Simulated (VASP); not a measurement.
Crystal: Os.

```
Os
1.0
    -1.57210    1.57210    1.57210
     1.57210   -1.57210    1.57210
     1.57210    1.57210   -1.57210
Os
1
Direct
  0.00000 0.00000 0.00000
```

```yaml
Program: VASP 6.6.1
Task: relaxation of cell and atoms
Functional: PBEsol
Potentials_or_basis: VASP PAW PBE potentials, release 64 (Os)
Cutoff: 600 eV
k_mesh: 8 × 8 × 8
Occupations: gaussian, width 0.1 eV
Spin: no spin polarisation
```

At the start: pressure -25.4 GPa; volume 15.54 Å³/atom.

Problem. Where does the relaxation end?

Solution. Over 5 steps the energy falls by 100.4 meV/atom and the volume is 14.37 Å³/atom (-7.5 %); space group Im-3m (No. 229, to 0.05 Å).

Step by step:
| step | energy change (eV) | largest force (eV/Å) | pressure (GPa) | volume (Å³) |
| --- | --- | --- | --- | --- |
| 1 | 0.0000 | 0.0000 | -25.42 | 15.54 |
| 2 | 2.0265 | 0.0000 | 241.26 | 10.63 |
| 3 | -0.0984 | 0.0000 | -4.07 | 14.52 |
| 4 | -0.1001 | 0.0000 | -1.54 | 14.43 |
| 5 | -0.1004 | 0.0000 | 0.02 | 14.37 |

Final structure:
```
CELL_PARAMETERS angstrom
-1.53157 1.53157 1.53157
1.53157 -1.53157 1.53157
1.53157 1.53157 -1.53157
ATOMIC_POSITIONS crystal
Os 0.00000 0.00000 0.00000
```

Caveat: the PAW data sets were made with another functional, which shifts forces and pressure a little.
